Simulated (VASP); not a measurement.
Wanted: the native input for a VASP 6.6.1 run.

```
Task                   : single point
Functional             : PBE
Dispersion             : D3(BJ)
Potentials or basis    : VASP PAW PBE potentials, release 64 (Te, Mo_sv)
Cutoff                 : 520 eV
k mesh                 : 9 × 9 × 2
Occupations            : gaussian, width 0.05 eV
Spin                   : no spin polarisation
Dipole correction      : no
Further INCAR settings : ALGO = Normal; EDIFF = 1e-07; NBANDS = 35
```

The structure of Te2Mo lies in POSCAR:

```
Te2Mo
1.0
    3.4964857439      0.0000000000      0.0000000000
   -1.7482428719      3.0280454782      0.0000000000
    0.0000000000      0.0000000000     13.7031983276
Te Mo
4 2
Direct
    0.3333333333      0.6666666667      0.6173688251
    0.6666666667      0.3333333333      0.1173688251
    0.3333333333      0.6666666667      0.8826311749
    0.6666666667      0.3333333333      0.3826311749
    0.3333333333      0.6666666667      0.2500000000
    0.6666666667      0.3333333333      0.7500000000
```

These files were run (other wordings do the same):

INCAR

```
SYSTEM = Te2Mo
PREC = Accurate ; ENCUT = 520
EDIFF = 1E-7 ; ISMEAR = 0
SIGMA = 0.05 ; LREAL = .False.
LASPH = .True. ; NELM = 60
ALGO = Normal ; ISIF = 2
LWAVE = .False. ; LCHARG = .False.
GGA = PE ; IVDW = 12
NBANDS = 35
```

KPOINTS

```
regular mesh
0
Gamma
  9 9 2
  0 0 0
```

Potentials or basis: VASP PAW PBE potentials, release 64 (Te, Mo_sv).

Launch:

```bash
$ cat potpaw_PBE.64/Te/POTCAR potpaw_PBE.64/Mo_sv/POTCAR > POTCAR
$ mpirun -np 1 vasp_std > vasp.out
```

It gave:

```yaml
Pressure: 0.0 GPa
Largest_force: 0.011 eV/Å
Band_gap_on_the_k_mesh: 0.67 eV (least direct gap 1.04 eV)
Dispersion_energy_per_atom: -0.554 eV
```

Caveat: spin-orbit coupling is left out, which moves the levels of the heavy elements; an odd mesh through Γ misses points on the zone boundary, where band edges can lie.

It took 110 s on 1 thread of Intel(R) Xeon(R) Platinum 8488C (Sapphire Rapids), on a shared host, peak memory 0.33 GiB.
